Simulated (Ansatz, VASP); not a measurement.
# One calculation of HBr, two programs

File INCAR:

```
  PREC = Accurate
  ENCUT = 520
  EDIFF = 1E-8
  ISMEAR = 0
  SIGMA = 0.01
  LREAL = F
  LASPH = T
  NELM = 100
  ALGO = Normal
  ISIF = 2
  LWAVE = F
  LCHARG = F
  LEFG = T
  NBANDS = 11
```

The input KPOINTS:

```
Automatic mesh
0
Gamma
  10 10 10
```

The input POSCAR:

```
HBr
1.0
    0.0000000000      3.4587104553      3.4587288830
    1.6660189099      0.0000000000      3.4587288830
    1.6660189099      3.4587104553      0.0000000000
H Br
1 1
Direct
    0.0000000000      0.0000000000      0.0000000000
    0.5000000000      0.5000000000      0.5000000000
```

Input for Ansatz:

```yaml
crystal:
  lattice:
    - [0.0, 3.4587104553, 3.458728883]
    - [1.6660189099, 0.0, 3.458728883]
    - [1.6660189099, 3.4587104553, 0.0]
  atoms:
    - { symbol: H, position: [0.0, 0.0, 0.0] }
    - { symbol: Br, position: [0.5, 0.5, 0.5] }
basis:
  ecutwfc: 420
kpoints:
  mp_grid: { grid: [10, 10, 10] }
hamiltonian:
  xc: lda
scf:
  occupations: { method: fixed }
output:
  forces: true
  stress: true
  eigenvalues: true
  efg: {}
checkpoint:
  read: start.run
  write: ck
  compress: false
  write_wavefunctions: false
  write_every: 100000
```

Alike in both runs: task electric field gradients; functional LDA; k mesh 10 × 10 × 10; no spin polarisation.

|  | VASP | Ansatz |
| --- | --- | --- |
| version | VASP 6.6.1 | Ansatz 0.2.0 |
| potentials or method | VASP PAW LDA potentials, release 64 (H, Br), cutoff 520 eV | scalar-relativistic, plane waves, PAW |
| occupations | gaussian, width 0.01 eV | fixed |
| valence electrons in the cell | 8 | 8 |

Ansatz gave:

| Quantity | Value |
| --- | --- |
| gap on the k mesh at the Fermi level (eV) | 0.91 |
| least direct gap on the mesh (eV) | 1.26 |
| pressure (GPa) | 0.0 |
| traceless stress, the component that is largest in VASP (GPa) | 0.00 |
| size of Vzz on the site where it differs most (V/Å²) | 671.7 |

**Question.** What did VASP give for the same quantities?

**Answer.** gap on the k mesh at the Fermi level (eV): 0.91; least direct gap on the mesh (eV): 1.26; pressure (GPa): 0.0; traceless stress, the component that is largest in VASP (GPa): 0.11; size of Vzz on the site where it differs most (V/Å²): 649.0.

LDA's correlation is that of Perdew and Zunger in VASP and of Perdew and Wang (1992) in Ansatz. Ansatz's warnings: near symmetry operations not taken.
